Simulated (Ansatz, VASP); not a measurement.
# AlN in VASP and in Ansatz

```
Al N
1.0
    -3.13024    0.00000    0.00000
    -1.56512   -2.71087    0.00000
     0.00000    0.00000   14.53596
Al N
4 4
Direct
  0.33333 0.33333 0.45196
  0.33333 0.33333 0.10675
  0.66667 0.66667 0.62457
  0.66667 0.66667 0.27936
  0.33333 0.33333 0.58367
  0.33333 0.33333 0.23846
  0.66667 0.66667 0.06586
  0.66667 0.66667 0.41107
```

Alike in both runs: task single point; functional PBE; k mesh 8 × 8 × 3; occupations gaussian, width 0.05 eV; no spin polarisation.

|  | VASP | Ansatz |
| --- | --- | --- |
| version | VASP 6.6.1 | Ansatz 0.2.0 |
| potentials or method | VASP PAW PBE potentials, release 64 (Al, N), cutoff 520 eV | scalar-relativistic, plane waves, PAW |
| valence electrons in the cell | 32 | 32 |

Ansatz gave:

| Quantity | Value |
| --- | --- |
| gap on the k mesh at the Fermi level (eV) | none |
| pressure (GPa) | -0.9 |
| traceless stress, the component that is largest in VASP (GPa) | 1.19 |
| rms of the force components (eV/Å) | 0.770 |

Q: Which values does VASP return?

A: gap on the k mesh at the Fermi level (eV): none; pressure (GPa): -1.1; traceless stress, the component that is largest in VASP (GPa): 1.18; rms of the force components (eV/Å): 0.768.

Atom by atom the forces differ by 0.006 eV/Å (rms over components). A gap of «none» marks a metal or a gap that the smearing closes. The functional is the same, so the differences come from potentials, cutoffs and numerics.
